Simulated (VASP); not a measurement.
Re:

```xyz
1
Lattice="2.5300 0.0000 0.0000 0.0000 2.5300 0.0000 0.0000 0.0000 2.5300" Properties=species:S:1:pos:R:3 pbc="T T T"
Re    0.0000    0.0000    0.0000
```

This isn't the form of Re at room conditions, which is hcp.

| Item | Value |
| --- | --- |
| Program | VASP 6.6.1 |
| Task | relaxation of cell and atoms |
| Functional | PBEsol |
| Potentials or basis | VASP PAW PBE potentials, release 64 (Re) |
| Cutoff | 600 eV |
| k mesh | 16 × 16 × 16 |
| Occupations | fermi-dirac, width 0.1 eV |
| Spin | no spin polarisation |

At the start: pressure 8.0 GPa; volume 16.19 Å³/atom.

**Question.** How do energy, volume and symmetry change on relaxing?

**Answer.** Over 4 steps the energy falls by 10.7 meV/atom and the volume is 16.63 Å³/atom (+2.7 %); space group Pm-3m (No. 221, to 0.1 Å) before and after.

Step by step:
```tsv
step	energy change (eV)	largest force (eV/Å)	pressure (GPa)	volume (Å³)
1	0.0000	0.0000	8.01	16.19
2	0.0965	0.0000	-20.68	18.17
3	-0.0107	0.0000	-0.29	16.65
4	-0.0107	0.0000	0.00	16.63
```

Final structure:
```
CELL_PARAMETERS angstrom
2.55261 0.00000 0.00000
0.00000 2.55261 0.00000
0.00000 0.00000 2.55261
ATOMIC_POSITIONS crystal
Re 0.00000 0.00000 0.00000
```

Caveat: the PAW data sets were made with another functional, which shifts forces and pressure a little.
